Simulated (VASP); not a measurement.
# GaAs (F-43m) in VASP: a series of runs, part 2 of 2

VASP 6.6.1.

### 3 Vibrations by perturbation theory, LDA

This run uses another cell than the first one, of 22.30 Å³/atom, 1.097 times its volume.

INCAR reads:

```
ALGO = Normal ; EDIFF = 1E-8
ENCUT = 520 ; GGA = CA
IBRION = 8 ; ISIF = 2
ISMEAR = 0 ; LASPH = T
LCHARG = F ; LEPSILON = T
LREAL = F ; LWAVE = F
NBANDS = 16 ; NELM = 60
NSW = 1 ; PREC = Accurate
SIGMA = 0.01
```

KPOINTS reads:

```
k-points
0
Gamma
  12 12 12
```

POSCAR reads:

```
GaAs
1.0
    0.0000000000      2.8145481688      2.8145481688
    2.8145481688      0.0000000000      2.8145481688
    2.8145481688      2.8145481688      0.0000000000
Ga As
1 1
Direct
    0.0000000000      0.0000000000      0.0000000000
    0.7500000000      0.7500000000      0.7500000000
```

Potentials or basis: VASP PAW LDA potentials, release 64 (Ga_d, As).

The run is started by

```
cat potpaw_LDA.64/Ga_d/POTCAR potpaw_LDA.64/As/POTCAR > POTCAR
mpirun -np 1 vasp_std > vasp.out
```

OUTCAR:

```text
EDIFF = 1E-8
   ENCUT = 520
   GGA = CA
   IBRION = 8
   ISIF = 2
   ISMEAR = 0
   LASPH = T
   LEPSILON = T
   LREAL = F
   NELM = 60
   NSW = 1
   PREC = Accurate

 ion  position               nearest neighbor table
   1  0.000  0.000  0.000-   2 2.44   2 2.44   2 2.44   2 2.44
   2  0.750  0.750  0.750-   1 2.44   1 2.44   1 2.44   1 2.44

  LATTYP: Found a face centered cubic cell.
 ALAT       =     5.6290963376

  Lattice vectors:

 A1 = (   0.0000000000,   2.8145481688,   2.8145481688)
 A2 = (   2.8145481688,   0.0000000000,   2.8145481688)
 A3 = (   2.8145481688,   2.8145481688,   0.0000000000)

Analysis of symmetry for initial positions (statically):
=====================================================================
 Subroutine PRICEL returns:
 Original cell was already a primitive cell.

 Routine SETGRP: Setting up the symmetry group for a
 face centered cubic supercell.

 Subroutine GETGRP returns: Found 24 space group operations
 (whereof 24 operations were pure point group operations)
 out of a pool of 48 trial point group operations.

The static configuration has the point symmetry T_d .

Analysis of symmetry for dynamics (positions and initial velocities):
=====================================================================
 Subroutine PRICEL returns:
 Original cell was already a primitive cell.

 Routine SETGRP: Setting up the symmetry group for a
 face centered cubic supercell.

 Subroutine GETGRP returns: Found 24 space group operations
 (whereof 24 operations were pure point group operations)
 out of a pool of 48 trial point group operations.

The dynamic configuration has the point symmetry T_d .

 Subroutine INISYM returns: Found 24 space group operations
 (whereof 24 operations are pure point group operations),
 and found     1 'primitive' translations

----------------------------------------------------------------------------------------

                                     Primitive cell

  volume of cell :      44.5919

  direct lattice vectors                    reciprocal lattice vectors
     0.000000000  2.814548169  2.814548169    -0.177648407  0.177648407  0.177648407
     2.814548169  0.000000000  2.814548169     0.177648407 -0.177648407  0.177648407
     2.814548169  2.814548169  0.000000000     0.177648407  0.177648407 -0.177648407

  length of vectors
     3.980372192  3.980372192  3.980372192     0.307696068  0.307696068  0.307696068

  position of ions in fractional coordinates (direct lattice)
     0.000000000  0.000000000  0.000000000
[... 645 lines left out ...]

 PIEZOELECTRIC TENSOR FIELD DIRECTION 3  (C/m^2)
 -----------------------------------------------------------------------------
    -0.00012  0.86282  0.00000
     0.86282 -0.00012  0.00000
     0.00000  0.00000 -0.00056

--------------------------------------- Ionic step        4  -------------------------------------------

------------------------ aborting loop because EDIFF is reached ----------------------------------------

[... ionic steps 5 to 6 ...]

--------------------------------------- Ionic step        7  -------------------------------------------

 Free energy of the ion-electron system (eV)
  ---------------------------------------------------
  ---------------------------------------------------
  free energy    TOTEN  =        -0.04452385 eV

  energy without entropy =       -0.04452385

------------------------ aborting loop because EDIFF is reached ----------------------------------------

 INTERNAL STRAIN TENSOR  FOR ION    2  DIRECTION 1   (eV/Angst):
 -----------------------------------------------------------------------------
    -0.00521  0.00000  0.00000
     0.00000  0.00411  6.93065
     0.00000  6.93065  0.00411

 MACROSCOPIC STATIC DIELECTRIC TENSOR (including local field effects in DFT)
 ------------------------------------------------------
          21.507908     0.000000    -0.000000
          -0.000000    21.507908    -0.000000
          -0.000000     0.000000    21.507908
 ------------------------------------------------------

 PIEZOELECTRIC TENSOR (including local field effects)  for field in x, y, z        (e  Angst)
          XX          YY          ZZ          XY          YZ          ZX
  --------------------------------------------------------------------------------
  x     0.00000     0.00000     0.00000     0.00000     2.40712     0.00000
  y    -0.00000     0.00000    -0.00000     0.00000     0.00000     2.40712
  z    -0.00000     0.00000     0.00000     2.40712     0.00000     0.00000

 PIEZOELECTRIC TENSOR (including local field effects)  for field in x, y, z        (C/m^2)
          XX          YY          ZZ          XY          YZ          ZX
  --------------------------------------------------------------------------------
  x     0.00000     0.00000     0.00000     0.00000     0.86487     0.00000
  y    -0.00000     0.00000    -0.00000     0.00000     0.00000     0.86487
  z    -0.00000     0.00000     0.00000     0.86487     0.00000     0.00000

 BORN EFFECTIVE CHARGES (including local field effects) (in |e|, cummulative output)
 ---------------------------------------------------------------------------------
 ion    1
    1     2.11587     0.00000     0.00000
    2     0.00000     2.11587     0.00000
    3    -0.00000     0.00000     2.11587
 ion    2
    1    -2.11587     0.00000     0.00000
    2     0.00000    -2.11587     0.00000
    3     0.00000    -0.00000    -2.11587

 INTERNAL STRAIN TENSOR FOR ION    2 for displacements in x,y,z  (eV/Angst):
          X           Y           Z          XY          YZ          ZX
  --------------------------------------------------------------------------------
  x    -0.00000     0.00000     0.00000     0.00000     6.93065     0.00000
  y     0.00000     0.00000     0.00000     0.00000     0.00000     6.93065
  z     0.00000     0.00000     0.00000     6.93065     0.00000     0.00000

 SECOND DERIVATIVES (NOT SYMMETRIZED)
 ------------------------------------
               1X          1Y          1Z          2X          2Y          2Z
  1X    -9.427872    0.000000    0.000000    9.427872    0.000000    0.000000
  1Y     0.000000   -9.427872    0.000000    0.000000    9.427872    0.000000
  1Z     0.000000    0.000000   -9.427872    0.000000    0.000000    9.427872
  2X     9.395083    0.000000    0.000000   -9.395083    0.000000    0.000000
  2Y     0.000000    9.395083    0.000000    0.000000   -9.395083    0.000000
  2Z     0.000000    0.000000    9.395083    0.000000    0.000000   -9.395083

 Eigenvectors and eigenvalues of the dynamical matrix
 ----------------------------------------------------

   1 f  =    7.980909 THz    50.145533 2PiTHz  266.214483 cm-1    33.006374 meV
             X         Y         Z           dx          dy          dz
      0.000000  0.000000  0.000000     0.000000    0.720306    0.000000
      4.221822  4.221822  4.221822     0.000000   -0.693656    0.000000
[... 21 lines left out ...]
   6 f/i=    0.006946 THz     0.043645 2PiTHz    0.231703 cm-1     0.028727 meV
             X         Y         Z           dx          dy          dz
      0.000000  0.000000  0.000000     0.000000    0.000000   -0.693656
      4.221822  4.221822  4.221822     0.000000    0.000000   -0.720306

--------------------------------------------------------------------------------------------------------

 MACROSCOPIC STATIC DIELECTRIC TENSOR IONIC CONTRIBUTION
 ------------------------------------------------------
           1.930319     0.000000    -0.000000
           0.000000     1.930319     0.000000
          -0.000000     0.000000     1.930319
 ------------------------------------------------------

 ELASTIC MODULI CONTR FROM IONIC RELAXATION (kBar)
 Direction    XX          YY          ZZ          XY          YZ          ZX
 --------------------------------------------------------------------------------
 XX          -0.0000     -0.0000     -0.0000      0.0000      0.0000      0.0000
 YY          -0.0000     -0.0000      0.0000      0.0000      0.0000     -0.0000
 ZZ          -0.0000      0.0000     -0.0000      0.0000      0.0000      0.0000
 XY           0.0000      0.0000      0.0000   -181.6878      0.0000      0.0000
 YZ           0.0000      0.0000      0.0000      0.0000   -181.6878      0.0000
 ZX           0.0000     -0.0000      0.0000      0.0000      0.0000   -181.6878
 --------------------------------------------------------------------------------

 PIEZOELECTRIC TENSOR IONIC CONTR  for field in x, y, z        (C/m^2)
          XX          YY          ZZ          XY          YZ          ZX
  --------------------------------------------------------------------------------
  x     0.00000     0.00000     0.00000     0.00000    -0.55725     0.00000
  y     0.00000    -0.00000     0.00000     0.00000     0.00000    -0.55725
  z     0.00000     0.00000     0.00000    -0.55725     0.00000    -0.00000
```

Wall time 28 min (1 thread of AMD EPYC 7R43 (Zen 3), shared host); peak memory 0.51 GiB.

What came out:

```
Electronic dielectric tensor (diagonal)                 : 21.51
Born charges (mean of the diagonal)                     : Ga +2.12; As -2.12 e
Highest phonon frequency at Γ, LO-TO splitting left out : 266 cm⁻¹
```

Phonon frequencies in cm⁻¹ (negative: imaginary):
| q point | frequencies |
| --- | --- |
| (0.000, 0.000, 0.000) | 0 0 0 266 266 266 |

Electronic dielectric tensor:
```
21.51  0.00  0.00
 0.00 21.51  0.00
 0.00  0.00 21.51
```

Born effective charge tensors (e):
atom 1, Ga
```
2.12 0.00 0.00
0.00 2.12 0.00
0.00 0.00 2.12
```
atom 2, As
```
-2.12  0.00  0.00
 0.00 -2.12  0.00
 0.00  0.00 -2.12
```
